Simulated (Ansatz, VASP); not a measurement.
## SrO in VASP and in Ansatz

```
CELL_PARAMETERS angstrom
0.00000 2.56630 2.56630
2.56630 0.00000 2.56630
2.56630 2.56630 0.00000
ATOMIC_POSITIONS crystal
Sr 0.50000 0.50000 0.50000
O 0.00000 0.00000 0.00000
```

Alike in both runs: task relaxation of cell and atoms; functional PBEsol; dispersion D4; k mesh 9 × 9 × 9; occupations fermi-dirac, width 0.05 eV; no spin polarisation.

|  | VASP | Ansatz |
| --- | --- | --- |
| version | VASP 6.6.1 | Ansatz 0.2.0 |
| potentials or method | VASP PAW PBE potentials, release 64 (Sr_sv, O) | Ansatz PAW |
| plane-wave cutoff (eV) | 600 | 420 |
| valence electrons in the cell | 16 | 16 |

|  | VASP | Ansatz | Ansatz less VASP |
| --- | --- | --- | --- |
| gap on the k mesh at the Fermi level, each at its own relaxed structure (eV) | 3.20 | 3.25 | +0.044 |
| relaxed volume (Å³/atom) | 16.72 | 16.62 | -0.100 |
| relaxed cell length with the largest relative difference (Å) | 3.616 | 3.609 | -0.0072 |

VASP's potentials were made for PBE, not for PBEsol.

Noted on Ansatz's run: odd divisions of the mesh miss points on the zone boundary, where band edges often lie, so the gap on the mesh can be too wide; the plane-wave basis is chosen anew once the cell has moved, so the energies of steps on either side of that aren't comparable.
